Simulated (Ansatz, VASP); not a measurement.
Na3Fe in VASP and in Ansatz

```
Na Fe
1.0
     5.97332    0.00000    0.00000
    -2.98666    5.17304    0.00000
     0.00000    0.00000    4.79451
Na Fe
6 2
Direct
  0.83300 0.66600 0.25000
  0.16700 0.83300 0.75000
  0.33400 0.16700 0.25000
  0.16700 0.33400 0.75000
  0.83300 0.16700 0.25000
  0.66600 0.83300 0.75000
  0.33333 0.66667 0.25000
  0.66667 0.33333 0.75000
```

Alike in both runs: task single point; functional PBE; k mesh 6 × 6 × 4; occupations gaussian, width 0.1 eV; collinear spin.

|  | VASP | Ansatz |
| --- | --- | --- |
| version | VASP 6.6.1 | Ansatz 0.2.0 |
| potentials or method | VASP PAW PBE potentials, release 64 (Na_pv, Fe), cutoff 520 eV | scalar-relativistic, plane waves, PAW |
| valence electrons in the cell | 58 | 86 |

VASP gave:

| Item | Value |
| --- | --- |
| gap on the k mesh at the Fermi level (eV) | none |
| pressure (GPa) | 11.2 |
| traceless stress, the component that is largest in VASP (GPa) | 1.18 |
| rms of the force components (eV/Å) | 0.169 |
| net moment per atom (μB) | 0.70 |
| size of the moment on the site where the two differ most (μB) | 2.89 |

Problem. Which values does Ansatz return?

Solution. gap on the k mesh at the Fermi level (eV): none; pressure (GPa): 11.3; traceless stress, the component that is largest in VASP (GPa): 1.18; rms of the force components (eV/Å): 0.167; net moment per atom (μB): 0.71; size of the moment on the site where the two differ most (μB): 2.95.

Site moments also hang on the region over which each program counts them. Atom by atom the forces differ by 0.002 eV/Å (rms over components). A gap of «none» marks a metal or a gap that the smearing closes. VASP's potentials hold 58 valence electrons a cell and Ansatz's 86, so a difference there can come from the potentials and not from the codes.
